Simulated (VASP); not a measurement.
Be2NbP3:

```
Be Nb P
1.0
     5.47330    0.00000    0.00000
    -2.73665    4.74001    0.00000
     0.00000    0.00000    3.30377
Be Nb P
2 1 3
Direct
  0.33333 0.66667 0.00000
  0.66667 0.33333 0.00000
  0.00000 0.00000 0.00000
  0.50000 0.00000 0.50000
  0.50000 0.50000 0.50000
  0.00000 0.50000 0.50000
```

The cell was generated, and may not be a known phase.

| Item | Value |
| --- | --- |
| Program | VASP 6.6.1 |
| Task | relaxation of cell and atoms |
| Functional | PBE |
| Potentials or basis | VASP PAW PBE potentials, release 64 (Be, Nb_sv, P) |
| Cutoff | 600 eV |
| k mesh | 6 × 6 × 6 |
| Occupations | gaussian, width 0.1 eV |
| Spin | no spin polarisation |

At the start: pressure -9.3 GPa; volume 14.29 Å³/atom.

Problem. Where does the relaxation end?

Solution. Over 7 steps the energy falls by 80.9 meV/atom and the volume is 12.53 Å³/atom (-12.3 %); space group P6/mmm (No. 191, to 0.1 Å) before and after.

The path:
```tsv
step	energy change (eV)	largest force (eV/Å)	pressure (GPa)	volume (Å³)
1	0.0000	0.0000	-9.30	85.71
2	-0.3484	0.0000	1.62	75.81
3	-0.3484	0.0000	1.41	75.95
4	-0.4514	0.0000	0.15	75.54
5	-0.4374	0.0000	-0.51	74.65
6	-0.4855	0.0000	-0.46	75.16
7	-0.4855	0.0000	-0.44	75.18
```

Final structure:
```
Be Nb P
1.0
     5.07262    0.00000    0.00000
    -2.53631    4.39302    0.00000
     0.00000    0.00000    3.37357
Be Nb P
2 1 3
Direct
  0.33333 0.66667 0.00000
  0.66667 0.33333 0.00000
  0.00000 0.00000 0.00000
  0.50000 0.00000 0.50000
  0.50000 0.50000 0.50000
  0.00000 0.50000 0.50000
```
